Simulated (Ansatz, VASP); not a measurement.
**KTaO3: VASP beside Ansatz**

```
K Ta O
1.0
     3.98830    0.00000    0.00000
     0.00000    3.98830    0.00000
     0.00000    0.00000    3.90853
K Ta O
1 1 3
Cartesian
  1.9942 1.9942 1.9543
  0.0000 0.0000 0.0000
  1.9942 0.0000 0.0000
  0.0000 1.9942 0.0000
  0.0000 0.0000 1.9543
```

Change from the starting cell: zz strain of -2 %.

Alike in both runs: task single point; functional LDA; k mesh 5 × 5 × 5; occupations fermi-dirac, width 0.01 eV; no spin polarisation.

```csv
,VASP,Ansatz
version,VASP 6.6.1,Ansatz 0.2.0
potentials or method,"VASP PAW LDA potentials, release 64 (K_sv, Ta_pv, O), cutoff 520 eV","all-electron LAPW, scalar-relativistic"
```

Ansatz gave:

- gap on the k mesh at the Fermi level (eV): 2.21
- pressure (GPa): -1.3
- traceless stress, the component that is largest in VASP (GPa): 5.48

Task: Estimate VASP's values.

Result: gap on the k mesh at the Fermi level (eV): 2.15; pressure (GPa): -0.1; traceless stress, the component that is largest in VASP (GPa): 5.62.

LDA's correlation is that of Perdew and Zunger in VASP and of Perdew and Wang (1992) in Ansatz. Ansatz ran all-electron here, and VASP with PAW potentials.

Spin-orbit coupling is off throughout.
